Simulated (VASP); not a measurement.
Crystal: NaSc.

```
Na Sc
1.0
     5.01500    0.00000    0.00000
     0.00000    5.01500    0.00000
     0.00000    0.00000    5.01500
Na Sc
2 2
Direct
  0.00000 0.00000 0.00000
  0.00000 0.50000 0.50000
  0.50000 0.00000 0.50000
  0.50000 0.50000 0.00000
```

* Program: VASP 6.6.1
* Task: relaxation of volume and atoms at fixed shape
* Functional: LDA
* Potentials or basis: VASP PAW LDA potentials, release 64 (Na_pv, Sc_sv)
* Cutoff: 600 eV
* k mesh: 4 × 4 × 4
* Occupations: fermi-dirac, width 0.1 eV
* Spin: no spin polarisation

At the start: pressure -4.0 GPa; volume 31.53 Å³/atom.

Problem. Where does the relaxation end?

Solution. Over 4 steps the energy falls by 87.8 meV/atom and the volume is 25.58 Å³/atom (-18.9 %); space group P4/mmm (No. 123, to 0.05 Å).

Step by step:
```
step  energy change (eV)  largest force (eV/Å)  pressure (GPa)  volume (Å³)
   1              0.0000                0.0000           -4.04       126.13
   2             -0.2801                0.0000           -2.20       112.17
   3             -0.3498                0.0000           -0.38       103.85
   4             -0.3513                0.0000            0.06       102.33
```

Final structure:
```xyz
4
Lattice="4.6774 0.0000 0.0000 0.0000 4.6774 0.0000 0.0000 0.0000 4.6774" Properties=species:S:1:pos:R:3 pbc="T T T"
Na    4.6774    0.0000    0.0000
Na    4.6774    2.3387    2.3387
Sc    2.3387    0.0000    2.3387
Sc    2.3387    2.3387    0.0000
```

Caveat: the volume moved by over 15 % at a fixed basis, so the end points are rough.
